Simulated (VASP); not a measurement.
# TiAl3 (I4/mmm) in VASP: a series of runs, part 2 of 2

VASP 6.6.1. The steps go on from the part before.

## Step 4: Single point, PBE (biaxial strain in the a-b plane: +1.0 %, then relaxed in part)

Input file INCAR:

```
  PREC = Accurate
  ENCUT = 520
  EDIFF = 1E-6
  ISMEAR = 0
  SIGMA = 0.1
  LREAL = False
  LASPH = True
  NELM = 60
  ALGO = Fast
  ISIF = 2
  LWAVE = False
  LCHARG = False
  GGA = PE
  NBANDS = 31
```

Input file KPOINTS:

```
Automatic mesh
0
Gamma
  10 10 4
```

Input file POSCAR:

```
TiAl3
1.0
    3.8838003273      0.0000000000      0.0000000000
    0.0000000000      3.8838003273      0.0000000000
    0.0000000000      0.0000000000      8.5898189606
Ti Al
2 6
Direct
    0.0000000000      0.0000000000      0.0000000000
    0.5000000000      0.5000000000      0.5000000000
    0.5000000000      0.5000000000      0.0000000000
    0.0000000000      0.5000000000      0.2500000000
    0.5000000000      0.0000000000      0.2500000000
    0.0000000000      0.0000000000      0.5000000000
    0.5000000000      0.0000000000      0.7500000000
    0.0000000000      0.5000000000      0.7500000000
```

Potentials or basis: VASP PAW PBE potentials, release 64 (Ti_sv, Al).

The run is started by

```bash
> cat potpaw_PBE.64/Ti_sv/POTCAR potpaw_PBE.64/Al/POTCAR > POTCAR
> mpirun -np 1 vasp_std > vasp.out
```

OUTCAR:

```text
PREC = Accurate
   ENCUT = 520
   EDIFF = 1E-6
   ISMEAR = 0
   LREAL = False
   LASPH = True
   NELM = 60
   ISIF = 2
   GGA = PE

 ion  position               nearest neighbor table
   1  0.000  0.000  0.000-   3 2.75   3 2.75   3 2.75   3 2.75   8 2.90   4 2.90   4 2.90   8 2.90
                             5 2.90   5 2.90   7 2.90   7 2.90
   2  0.500  0.500  0.500-   6 2.75   6 2.75   6 2.75   6 2.75   8 2.90   5 2.90   5 2.90   7 2.90
                             4 2.90   4 2.90   8 2.90   7 2.90
   3  0.500  0.500  0.000-   1 2.75   1 2.75   1 2.75   1 2.75   8 2.90   4 2.90   5 2.90   7 2.90
                             5 2.90   4 2.90   8 2.90   7 2.90
   4  0.000  0.500  0.250-   5 2.75   5 2.75   5 2.75   5 2.75   6 2.90   1 2.90   2 2.90   6 2.90
                             2 2.90   3 2.90   3 2.90   1 2.90
   5  0.500  0.000  0.250-   4 2.75   4 2.75   4 2.75   4 2.75   6 2.90   2 2.90   3 2.90   2 2.90
                             1 2.90   3 2.90   6 2.90   1 2.90
   6  0.000  0.000  0.500-   2 2.75   2 2.75   2 2.75   2 2.75   8 2.90   4 2.90   4 2.90   8 2.90
                             5 2.90   5 2.90   7 2.90   7 2.90
   7  0.500  0.000  0.750-   8 2.75   8 2.75   8 2.75   8 2.75   1 2.90   2 2.90   3 2.90   2 2.90
                             1 2.90   6 2.90   3 2.90   6 2.90
   8  0.000  0.500  0.750-   7 2.75   7 2.75   7 2.75   7 2.75   1 2.90   1 2.90   6 2.90   2 2.90
                             2 2.90   3 2.90   3 2.90   6 2.90

  LATTYP: Found a simple tetragonal cell.
 ALAT       =     3.8838003273
 C/A-ratio  =     2.2117045771

  Lattice vectors:

 A1 = (   3.8838003273,   0.0000000000,   0.0000000000)
 A2 = (   0.0000000000,   3.8838003273,   0.0000000000)
 A3 = (   0.0000000000,   0.0000000000,   8.5898189606)

Analysis of symmetry for initial positions (statically):
=====================================================================
 Subroutine PRICEL returns following result:

  LATTYP: Found a body centered tetragonal cell.
 ALAT       =     3.8838003273
 C/A-ratio  =     2.2117045771

  Lattice vectors:

 A1 = (   1.9419001636,  -1.9419001636,  -4.2949094803)
 A2 = (  -1.9419001636,   1.9419001637,  -4.2949094803)
 A3 = (   1.9419001636,   1.9419001636,   4.2949094803)

   2 primitive cells build up your supercell.

 Routine SETGRP: Setting up the symmetry group for a
 simple tetragonal supercell.

 Subroutine GETGRP returns: Found 16 space group operations
 (whereof 16 operations were pure point group operations)
 out of a pool of 16 trial point group operations.

The static configuration has the point symmetry D_4h.

Analysis of symmetry for dynamics (positions and initial velocities):
=====================================================================
 Subroutine PRICEL returns following result:

  LATTYP: Found a body centered tetragonal cell.
 ALAT       =     3.8838003273
 C/A-ratio  =     2.2117045771

  Lattice vectors:

 A1 = (   1.9419001636,  -1.9419001636,  -4.2949094803)
 A2 = (  -1.9419001636,   1.9419001637,  -4.2949094803)
 A3 = (   1.9419001636,   1.9419001636,   4.2949094803)

   2 primitive cells build up your supercell.

 Routine SETGRP: Setting up the symmetry group for a
 simple tetragonal supercell.

 Subroutine GETGRP returns: Found 16 space group operations
[... 69 lines left out ...]
  0.500000  0.000000  0.000000      2.000000
[... 16 lines left out ...]
  0.100000  0.000000  0.250000      8.000000
  0.200000  0.000000  0.250000      8.000000
 [... further k-points ...]
   k-points           NKPTS =     63   k-points in BZ     NKDIM =     63   number of bands    NBANDS=     31
   number of dos      NEDOS =    301   number of ions     NIONS =      8
   total plane-waves  NPLWV =  57600
   dimension x,y,z NGX =    30 NGY =   30 NGZ =   64
   dimension x,y,z NGXF=    60 NGYF=   60 NGZF=  128
   ions per type =               2   6
   NGX,Y,Z   is equivalent  to a cutoff of  12.84, 12.84, 12.39 a.u.
   NGXF,Y,Z  is equivalent  to a cutoff of  25.68, 25.68, 24.77 a.u.
 SYSTEM =  unknown system
   PREC   = accura    normal or accurate (medium, high low for compatibility)
   ISTART =      0    job   : 0-new  1-cont  2-samecut
   ICHARG =      2    charge: 1-file 2-atom 10-const
   ISPIN  =      1    spin polarized calculation?
   LNONCOLLINEAR =      F non collinear calculations
   LSORBIT =      F    spin-orbit coupling
   LASPH  =      T    aspherical Exc in radial PAW
   ENCUT  =  520.0 eV  38.22 Ry    6.18 a.u.   7.22  7.22 15.97*2*pi/ulx,y,z
   NELM   =     60;   NELMIN=  2; NELMDL= -5     # of ELM steps
   EDIFF  = 0.1E-05   stopping-criterion for ELM
   LREAL  =      F    real-space projection
   EDIFFG = 0.1E-04   stopping-criterion for IOM
   NSW    =      0    number of steps for IOM
   IBRION =     -1    ionic relax: 0-MD 1-quasi-New 2-CG
   NFREE  =      0    steps in history (QN), initial steepest desc. (CG)
   ISIF   =      2    stress and relaxation
   ISYM   =      2    0-nonsym 1-usesym 2-fastsym
   POTIM  = 0.5000    time-step for ionic-motion
   TEBEG  =    0.0;   TEEND  =   0.0 temperature during run
   PSTRESS=    0.0 pullay stress
   NELECT =      42.0000    total number of electrons
   NUPDOWN=      -1.0000    fix difference up-down
   EMIN   =  10.00;   EMAX   =-10.00  energy-range for DOS
   EFERMI =   0.00;   METHOD = LEGACY
   ISMEAR =     0;   SIGMA  =   0.10  broadening in eV -4-tet -1-fermi 0-gaus
   EFERMI_NEDOS =   21; number of points for ismear=-14 and -15
   IALGO  =     68    algorithm
   IMIX   =      4    mixing-type and parameters
     AMIX     =   0.40;   BMIX     =  1.00
     AMIX_MAG =   1.60;   BMIX_MAG =  1.00
  volume/ion in A,a.u.               =      16.20       109.30
  Fermi-wavevector in a.u.,A,eV,Ry     =   1.124584  2.125156 17.207148  1.264690
  Thomas-Fermi vector in A             =   2.261257
   LORBIT       =      0    0 simple, 1 ext, 2 COOP (PROOUT), +10 PAW based schemes
   GGA     = PE    functional components
   LHFCALC =     F    Hartree Fock is set to
   AEXX    =    0.0000 exact exchange contribution
   IVDW    =     0    specifies the selected vdW correction
   LEPSILON=     F    determine dielectric tensor
   LRPA    =     F    only Hartree local field effects (RPA)
 non-spin polarized calculation
 RMM-DIIS sequential band-by-band and
 Gauss-broadening in eV      SIGMA  =   0.10
  energy-cutoff  :      520.00
  volume of cell :      129.57
 maximum number of plane-waves:      3528
 NGX is ok and might be reduce to    30
   NGX = 15   NGY = 15   NGZ = 31

 number of electron      42.0000006 magnetization

 Free energy of the ion-electron system (eV)
  ---------------------------------------------------
  ext. energy  EPLUGINS =         0.00000000
  ---------------------------------------------------
  free energy    TOTEN  =       -41.30971973 eV

  energy without entropy =      -41.29111392  energy(sigma->0) =      -41.30041682

 E-fermi :   8.0017     XC(G=0): -10.6539

 val. band max:        7.9814338176   @ k =   0.4000   0.2000   0.2500
 cond. band min:       8.0044362074   @ k =   0.4000   0.0000   0.2500
 fundamental gap:      0.0230023897
 Fermi energy:         8.0017472610

 k-point     1 :       0.0000    0.0000    0.0000
  band No.  band energies     occupation
      1     -48.5403      2.00000
      2     -48.5403      2.00000
      3     -24.8526      2.00000
      4     -24.8526      2.00000
      5     -24.8524      2.00000
      6     -24.8524      2.00000
[... 805 lines left out ...]
     30      11.6359      0.00000
     31      12.1318      0.00000

 [... further k-points ...]

------------------------ aborting loop because EDIFF is reached ----------------------------------------

  FORCE on cell =-STRESS in cart. coord.  units (eV):
  Direction    XX          YY          ZZ          XY          YZ          ZX
  --------------------------------------------------------------------------------------
  -------------------------------------------------------------------------------------
  Total       -2.0756072     -2.0756072     -0.0261605      0.0000000     -0.0000000     -0.0000000
  in kB      -25.6659864    -25.6659864     -0.3234879      0.0000000     -0.0000000     -0.0000000
  external PRESSURE =     -17.2184869 kB  Pullay stress =       0.0000000 kB

 VOLUME and BASIS-vectors are now :
 -----------------------------------------------------------------------------
  energy-cutoff  :      520.00
  volume of cell :      129.57
      direct lattice vectors                 reciprocal lattice vectors
     3.883800327  0.000000000  0.000000000     0.257479766  0.000000000  0.000000000
     0.000000000  3.883800327  0.000000000     0.000000000  0.257479766  0.000000000
     0.000000000  0.000000000  8.589818961     0.000000000  0.000000000  0.116416889

 POSITION                                       TOTAL-FORCE (eV/Angst)
 -----------------------------------------------------------------------------------
      0.00000      0.00000      0.00000        -0.000000      0.000000      0.000000
      1.94190      1.94190      4.29491        -0.000000      0.000000     -0.000000
      1.94190      1.94190      0.00000        -0.000000     -0.000000      0.000000
      0.00000      1.94190      2.14745        -0.000000      0.000000      0.000000
      1.94190      0.00000      2.14745         0.000000     -0.000000      0.000000
      0.00000      0.00000      4.29491        -0.000000      0.000000      0.000000
      1.94190      0.00000      6.44236        -0.000000     -0.000000      0.000000
      0.00000      1.94190      6.44236         0.000000     -0.000000      0.000000
 -----------------------------------------------------------------------------------
    total drift:                               -0.000000      0.000000      0.000000

  FREE ENERGIE OF THE ION-ELECTRON SYSTEM (eV)
  ---------------------------------------------------
  free  energy   TOTEN  =       -41.3097197318 eV

  energy  without entropy=      -41.2911139154  energy(sigma->0) =      -41.30041682
```

Run time: 11 min. Hardware: 1 thread of Intel Xeon Platinum 8375C at 2.90GHz (Ice Lake), shared host; peak memory 0.36 GiB.

Results:

```
Free energy            : -41.3097 eV
Pressure               : -1.7 GPa
Band gap on the k mesh : zero (bands 21 and 22 overlap by 2.05 eV)
```

Stress tensor (GPa, compression positive):
```
-2.57  0.00  0.00
 0.00 -2.57  0.00
 0.00  0.00 -0.03
```

Caveat: the cell differs from its parent crystal (biaxial strain in the a-b plane: +1.0 %, then relaxed in part).

## Step 5: Single point, PBE (biaxial strain in the a-b plane: +2.0 %)

Input file INCAR:

```
ALGO = Fast
EDIFF = 1E-6
ENCUT = 520
GGA = PE
ISIF = 2
ISMEAR = 0
LASPH = True
LCHARG = False
LREAL = False
LWAVE = False
NBANDS = 31
NELM = 60
PREC = Accurate
SIGMA = 0.1
```

Input file KPOINTS:

```
k-points
0
Gamma
  10 10 4
```

Changes to POSCAR since step 4:

```diff
@@ -2,5 +2,5 @@
 1.0
-    3.8838003273      0.0000000000      0.0000000000
-    0.0000000000      3.8838003273      0.0000000000
-    0.0000000000      0.0000000000      8.5898189606
+    3.9222537959      0.0000000000      0.0000000000
+    0.0000000000      3.9222537959      0.0000000000
+    0.0000000000      0.0000000000      8.5193358774
 Ti Al
```

Potentials or basis: VASP PAW PBE potentials, release 64 (Ti_sv, Al).

The run is started by

```bash
> cat potpaw_PBE.64/Ti_sv/POTCAR potpaw_PBE.64/Al/POTCAR > POTCAR
> mpirun -np 1 vasp_std > vasp.out
```

OUTCAR:

```text
EDIFF = 1E-6
   ENCUT = 520
   GGA = PE
   ISIF = 2
   ISMEAR = 0
   LASPH = True
   LREAL = False
   NELM = 60
   PREC = Accurate

 ion  position               nearest neighbor table
   1  0.000  0.000  0.000-   3 2.77   3 2.77   3 2.77   3 2.77   8 2.90   4 2.90   4 2.90   8 2.90
                             5 2.90   5 2.90   7 2.90   7 2.90
   2  0.500  0.500  0.500-   6 2.77   6 2.77   6 2.77   6 2.77   8 2.90   5 2.90   5 2.90   7 2.90
                             4 2.90   4 2.90   8 2.90   7 2.90
   3  0.500  0.500  0.000-   1 2.77   1 2.77   1 2.77   1 2.77   8 2.90   4 2.90   5 2.90   7 2.90
[... 1055 lines left out ...]
  Total       -3.7454218     -3.7454218      0.5838816      0.0000000      0.0000000     -0.0000000
  in kB      -45.7861565    -45.7861565      7.1376992      0.0000000      0.0000000     -0.0000000
  external PRESSURE =     -28.1448712 kB  Pullay stress =       0.0000000 kB

 VOLUME and BASIS-vectors are now :
 -----------------------------------------------------------------------------
  energy-cutoff  :      520.00
  volume of cell :      131.06
      direct lattice vectors                 reciprocal lattice vectors
     3.922253796  0.000000000  0.000000000     0.254955455  0.000000000  0.000000000
     0.000000000  3.922253796  0.000000000     0.000000000  0.254955455  0.000000000
     0.000000000  0.000000000  8.519335877     0.000000000  0.000000000  0.117380042

 POSITION                                       TOTAL-FORCE (eV/Angst)
 -----------------------------------------------------------------------------------
      0.00000      0.00000      0.00000        -0.000000     -0.000000      0.000000
      1.96113      1.96113      4.25967         0.000000     -0.000000     -0.000000
      1.96113      1.96113      0.00000         0.000000      0.000000     -0.000000
      0.00000      1.96113      2.12983         0.000000     -0.000000      0.000000
      1.96113      0.00000      2.12983        -0.000000      0.000000      0.000000
      0.00000      0.00000      4.25967        -0.000000      0.000000      0.000000
      1.96113      0.00000      6.38950         0.000000      0.000000      0.000000
      0.00000      1.96113      6.38950        -0.000000      0.000000      0.000000
 -----------------------------------------------------------------------------------
    total drift:                                0.000000      0.000000      0.000000

  FREE ENERGIE OF THE ION-ELECTRON SYSTEM (eV)
  ---------------------------------------------------
  free  energy   TOTEN  =       -41.2499482944 eV

  energy  without entropy=      -41.2278464373  energy(sigma->0) =      -41.23889737
```

OSZICAR:

```text
N       E                     dE             d eps       ncg     rms          rms(c)
DAV:   1     0.331294380968E+03    0.33129E+03   -0.18263E+04  3906   0.130E+03
DAV:   2    -0.974598466828E+01   -0.34104E+03   -0.33102E+03  4004   0.362E+02
DAV:   3    -0.427216219262E+02   -0.32976E+02   -0.32111E+02  6372   0.994E+01
[... 30 lines left out ...]
RMM:  34    -0.412499422820E+02   -0.16249E-05   -0.24143E-05  3367   0.128E-02    0.155E-03
RMM:  35    -0.412499453229E+02   -0.30409E-05   -0.38955E-05  3249   0.120E-02    0.184E-03
RMM:  36    -0.412499462373E+02   -0.91443E-06   -0.15704E-05  3235   0.115E-02    0.206E-03
RMM:  37    -0.412499480895E+02   -0.18522E-05   -0.26632E-05  3143   0.108E-02    0.208E-03
RMM:  38    -0.412499482944E+02   -0.20481E-06   -0.91753E-06  3104   0.104E-02
   1 F= -.41249948E+02 E0= -.41238897E+02  d E =-.221019E-01
```

stdout:

```text
POSCAR found type information on POSCAR TiAl
 POSCAR found :  2 types and       8 ions
 scaLAPACK will be used
 LDA part: xc-table for (Slater+PW92), standard interpolation
 POSCAR, INCAR and KPOINTS ok, starting setup
 FFT: planning ... GRIDC
 FFT: planning ... GRID_SOFT
 FFT: planning ... GRID
 WAVECAR not read
 entering main loop
WARNING in EDDRMM: call to ZHEGV failed, returncode =   8  4     18
WARNING in EDDRMM: call to ZHEGV failed, returncode =   6  3      9
WARNING in EDDRMM: call to ZHEGV failed, returncode =   6  3     26
WARNING in EDDRMM: call to ZHEGV failed, returncode =   6  3     21
WARNING in EDDRMM: call to ZHEGV failed, returncode =   8  4     31
WARNING in EDDRMM: call to ZHEGV failed, returncode =   6  3     12
```

Wall time 9 min (1 thread of Intel Xeon Platinum 8375C at 2.90GHz (Ice Lake), shared host); peak memory 0.37 GiB.

Results:

| Item | Value |
| --- | --- |
| Free energy | -41.2499 eV |
| Pressure | -2.8 GPa |
| Band gap on the k mesh | zero (bands 21 and 22 overlap by 1.98 eV) |

Stress tensor (GPa, compression positive):
```
-4.58  0.00  0.00
 0.00 -4.58  0.00
 0.00  0.00  0.71
```

Caveat: the cell differs from its parent crystal (biaxial strain in the a-b plane: +2.0 %).

## Step 6: The runs side by side

```tsv
cell	gap on the mesh (eV)	pressure (GPa)
a = 3.845, b = 3.845, c = 8.623 Å, 8 atoms	none	0.0
a = 3.884, b = 3.884, c = 8.571 Å, 8 atoms	none	-1.5
a = 3.884, b = 3.884, c = 8.590 Å, 8 atoms	none	-1.7
a = 3.922, b = 3.922, c = 8.519 Å, 8 atoms	none	-2.8
```

Alike in all rows: task single point; level PBE; potentials or basis VASP PAW PBE potentials, release 64 (Ti_sv, Al); no spin polarisation; k mesh 10 × 10 × 4; cutoff (eV) 520; smearing gaussian 0.1 eV.

Absolute energies hang on the potentials; compare differences alone.
